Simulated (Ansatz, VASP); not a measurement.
Two plane-wave programs on Sb

File INCAR:

```
SYSTEM = Sb
PREC     = Accurate       ! precision mode
ENCUT    = 520            ! plane-wave cutoff, eV
EDIFF    = 1E-7           ! SCF threshold, eV
ISMEAR   = 0              ! smearing method
SIGMA    = 0.15           ! smearing width, eV
LREAL    = .FALSE.        ! projectors in reciprocal space
LASPH    = .TRUE.         ! aspherical terms in the spheres
NELM     = 60             ! most SCF steps
ALGO     = Normal         ! electronic algorithm
ISIF     = 2              ! what is computed and relaxed
LWAVE    = .FALSE.        ! write WAVECAR
LCHARG   = .FALSE.        ! write CHGCAR
GGA      = PE             ! functional
NBANDS   = 8              ! bands
```

KPOINTS

```
regular mesh
0
G
  16 16 16
  0 0 0
```

File POSCAR:

```
Sb
1.0
    3.1600000000      0.0000000000      0.0000000000
    0.0000000000      3.0652000000      0.0000000000
    0.0000000000      0.0000000000      3.1600000000
Sb
1
Direct
    0.0000000000      0.0000000000      0.0000000000
```

Input for Ansatz:

```yaml
crystal:
  lattice:
    - [3.16, 0.0, 0.0]
    - [0.0, 3.0652, 0.0]
    - [0.0, 0.0, 3.16]
  atoms:
    - { symbol: Sb, position: [0.0, 0.0, 0.0] }
basis:
  ecutwfc: 420
kpoints:
  mp_grid: { grid: [16, 16, 16] }
hamiltonian:
  xc: pbe
scf:
  occupations: { method: gaussian, width: 0.15 }
output:
  forces: true
  stress: true
  eigenvalues: true
```

Change from the starting cell: strain -0.0300 x Voigt [0, 1, 0, 0, 0, 0], atoms carried along.

Alike in both runs: task single point; functional PBE; k mesh 16 × 16 × 16; occupations gaussian, width 0.15 eV; no spin polarisation.

|  | VASP | Ansatz |
| --- | --- | --- |
| version | VASP 6.6.1 | Ansatz 0.2.0 |
| potentials or method | VASP PAW PBE potentials, release 64 (Sb), cutoff 520 eV | scalar-relativistic, plane waves, PAW |
| valence electrons in the cell | 5 | 15 |

Ansatz gave:

| Quantity | Value |
| --- | --- |
| gap on the k mesh at the Fermi level (eV) | none |
| pressure (GPa) | -0.9 |
| traceless stress, the component that is largest in VASP (GPa) | 1.87 |

Q: What did VASP give for the same quantities?

A: gap on the k mesh at the Fermi level (eV): none; pressure (GPa): -1.0; traceless stress, the component that is largest in VASP (GPa): 1.88.

A gap of «none» marks a metal or a gap that the smearing closes. The functional is the same, so the differences come from potentials, cutoffs and numerics. VASP's potentials hold 5 valence electrons a cell and Ansatz's 15, so a difference there can come from the potentials and not from the codes.

Spin-orbit coupling is off throughout.
